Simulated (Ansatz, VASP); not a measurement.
**One calculation of Mn, two programs**

File INCAR:

```
SYSTEM = Mn
PREC     = Accurate       ! precision mode
ENCUT    = 520            ! plane-wave cutoff, eV
EDIFF    = 1E-6           ! SCF threshold, eV
ISMEAR   = -1             ! smearing method
SIGMA    = 0.05           ! smearing width, eV
LREAL    = .False.        ! projectors in reciprocal space
LASPH    = .True.         ! aspherical terms in the spheres
NELM     = 150            ! most SCF steps
ALGO     = Normal         ! electronic algorithm
ISIF     = 2              ! what is computed and relaxed
LWAVE    = .False.        ! write WAVECAR
LCHARG   = .False.        ! write CHGCAR
MAGMOM   = 0 0 -0.785 0 0 -0.785 ! initial moments
LORBIT   = 11             ! projections on sites
LSORBIT  = .True.         ! spin-orbit coupling
GGA_COMPAT= .False.      
LORBMOM  = .True.       
LMAXMIX  = 4              ! l up to which the mixer works
GGA      = PE             ! functional
NBANDS   = 38             ! bands
```

File KPOINTS:

```
Automatic mesh
0
Gamma
  11 11 11
  0 0 0
```

Contents of POSCAR:

```
Mn
1.0
    2.7829568978      0.0000000000      0.0000000000
    0.0000000000      2.7829568978      0.0000000000
    0.0000000000      0.0000000000      2.7829568978
Mn
2
Direct
    0.0000000000      0.0000000000      0.0000000000
    0.5000000000      0.5000000000      0.5000000000
```

Input for Ansatz:

```yaml
crystal:
  lattice:
    - [2.7829568978, 0.0, 0.0]
    - [0.0, 2.7829568978, 0.0]
    - [0.0, 0.0, 2.7829568978]
  atoms:
    - { symbol: Mn, position: [0.0, 0.0, 0.0], spin: -0.785, spin_axis: [0, 0, 1] }
    - { symbol: Mn, position: [0.5, 0.5, 0.5], spin: -0.785, spin_axis: [0, 0, 1] }
hamiltonian:
  xc: pbe
  pseudopotentials:
    kind: paw_fr
    azcp:
      Mn: "pseudopotentials/Mn.paw.azcp"
basis:
  ecutwfc: 420
  fft_grid_basis: typed
kpoints:
  mp_grid: { grid: [11, 11, 11], shift: [0, 0, 0] }
magnetization:
  noncollinear: true
  spin_orbit: true
scf:
  occupations: { method: fermi_dirac, width: 0.05 }
```

Alike in both runs: task single point; functional PBE; k mesh 11 × 11 × 11; occupations fermi-dirac, width 0.05 eV; non-collinear spin, spin-orbit coupling.

|  | VASP | Ansatz |
| --- | --- | --- |
| version | VASP 6.6.1 | Ansatz 0.2.0 |
| potentials or method | VASP PAW PBE potentials, release 64 (Mn_pv), cutoff 520 eV | plane waves (420 eV) with PAW, fully relativistic with spin-orbit coupling |
| valence electrons in the cell | 26 | 30 |

VASP gave:

```
net moment per atom (μB) : 0.85
```

Problem. Which values does Ansatz return?

Solution. net moment per atom (μB): 0.83.

VASP's potentials hold 26 valence electrons a cell and Ansatz's 30, so a difference there can come from the potentials and not from the codes.
